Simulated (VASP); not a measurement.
Input of a VASP 6.6.1 run:

The input INCAR:

```
  ALGO = Normal
  EDIFF = 1E-6
  ENCUT = 520
  GGA = PE
  ISIF = 2
  ISMEAR = -1
  LASPH = True
  LCHARG = False
  LREAL = False
  LWAVE = False
  NBANDS = 7
  NELM = 80
  PREC = Accurate
  SIGMA = 0.1
```

The input KPOINTS:

```
k-points
0
Gamma
  13 13 13
```

The input POSCAR:

```
Mg
1.0
    2.2819660937      0.0000000000      0.0000000000
    0.0000000000      2.2819660937      0.0000000000
    0.0000000000      0.0000000000      2.2819660937
Mg
1
Direct
    0.0000000000      0.0000000000      0.0000000000
```

Potentials or basis: VASP PAW PBE potentials, release 64 (Mg).

Run with:

```sh
$ cat potpaw_PBE.64/Mg/POTCAR > POTCAR
$ mpirun -np 1 vasp_std > vasp.out
```

Problem. Estimate the band gap on the k mesh.

Solution. Zero (band 1 reaches 12.87 eV, above the bottom of band 2 at 5.44 eV).

Problem. What does it give for the pressure?

Solution. 92.7 GPa.
